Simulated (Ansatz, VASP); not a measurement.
## LiCl: VASP beside Ansatz

```
CELL_PARAMETERS angstrom
3.98376 0.00000 0.00000
-1.99188 3.45003 0.00000
0.00000 0.00000 6.35716
ATOMIC_POSITIONS crystal
Li 0.66667 0.33333 0.87602
Li 0.33333 0.66667 0.37602
Cl 0.66667 0.33333 0.49898
Cl 0.33333 0.66667 0.99898
```

Change from the starting cell: strain +0.0150 x Voigt [1, 1, 0, 0, 0, 0], atoms carried along.

Alike in both runs: task single point; functional LDA; k mesh 9 × 9 × 4; occupations gaussian, width 0.05 eV; no spin polarisation.

|  | VASP | Ansatz |
| --- | --- | --- |
| version | VASP 6.6.1 | Ansatz 0.2.0 |
| potentials or method | VASP PAW LDA potentials, release 64 (Li_sv, Cl), cutoff 520 eV | scalar-relativistic, plane waves, PAW |
| valence electrons in the cell | 20 | 20 |

|  | VASP | Ansatz | Ansatz less VASP |
| --- | --- | --- | --- |
| gap on the k mesh at the Fermi level (eV) | 5.42 | 5.41 | -0.011 |
| least direct gap on the mesh (eV) | 5.42 | 5.41 | -0.011 |
| rms of the force components (eV/Å) | 0.023 | 0.023 | -0.0003 |

LDA's correlation is that of Perdew and Zunger in VASP and of Perdew and Wang (1992) in Ansatz. Atom by atom the forces differ by 0.000 eV/Å (rms over components).

Noted on VASP's run: the cutoff is short for stress, so the pressure is rough.
